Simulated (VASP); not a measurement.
MnHg:

```
Mn Hg
1.0
     3.25880    0.00000    0.00000
     0.00000    3.25880    0.00000
     0.00000    0.00000    3.25880
Mn Hg
1 1
Direct
  0.50000 0.50000 0.50000
  0.00000 0.00000 0.00000
```

Base run:

| Item | Value |
| --- | --- |
| Program | VASP 6.6.1 |
| Functional | PBE |
| Potentials or basis | VASP PAW PBE potentials, release 64 (Mn_pv, Hg) |
| Cutoff | 520 eV |
| k mesh | 10 × 10 × 10 |
| Occupations | tetrahedron |
| Spin | no spin polarisation |

Its results: band gap on the k mesh zero (an odd number of electrons rules out a gap without spin polarisation); pressure -10.7 GPa.

Q: The run is repeated on the same cell with these changes: occupations from tetrahedron to fermi-dirac, width 0.1 eV; further incar settings from ALGO = Normal; EDIFF = 1e-07; NBANDS = 20 to ALGO = Normal; EDIFF = 1e-06; NBANDS = 20. What comes out?

A: Band gap on the k mesh zero (an odd number of electrons rules out a gap without spin polarisation); pressure -10.2 GPa.

Caveats: the cell stands under tension; spin-orbit coupling is left out, which moves the levels of the heavy elements; the run has no spin polarisation, though such a crystal can be magnetic; tetrahedron occupations give inexact forces and stress in metals (at least some runs).
